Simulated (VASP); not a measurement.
The system is Zr2NbN3.

```
Zr Nb N
1.0
     5.50077    0.00000    0.00000
    -2.75038    4.76380    0.00000
     0.00000    0.00000    3.01058
Zr Nb N
2 1 3
Direct
  0.66667 0.33333 0.00000
  0.33333 0.66667 0.00000
  0.00000 0.00000 0.00000
  0.00000 0.50000 0.50000
  0.50000 0.00000 0.50000
  0.50000 0.50000 0.50000
```

The cell was built from a structure type or drawn by symmetry, and may not be a known phase.

Base run:

```yaml
Program: VASP 6.6.1
Functional: PBE
Potentials_or_basis: VASP PAW PBE potentials, release 64 (Zr_sv, Nb_sv, N)
Cutoff: 520 eV
k_mesh: 6 × 6 × 6
Occupations: gaussian, width 0.1 eV
Spin: no spin polarisation
```

Its results: pressure 6.3 GPa.

Question: The run is repeated on the same cell with these changes: spin from no spin polarisation to collinear spin; further incar settings from ALGO = Normal; EDIFF = 1e-07; NBANDS = 35 to ALGO = Normal; EDIFF = 1e-07; NBANDS = 39. What comes out?

Answer: Pressure 7.7 GPa; net moment 1.86 μB per cell; site moments Zr +0.07; Nb +1.24; N -0.03 μB.

Caveats: the cell stands under pressure.
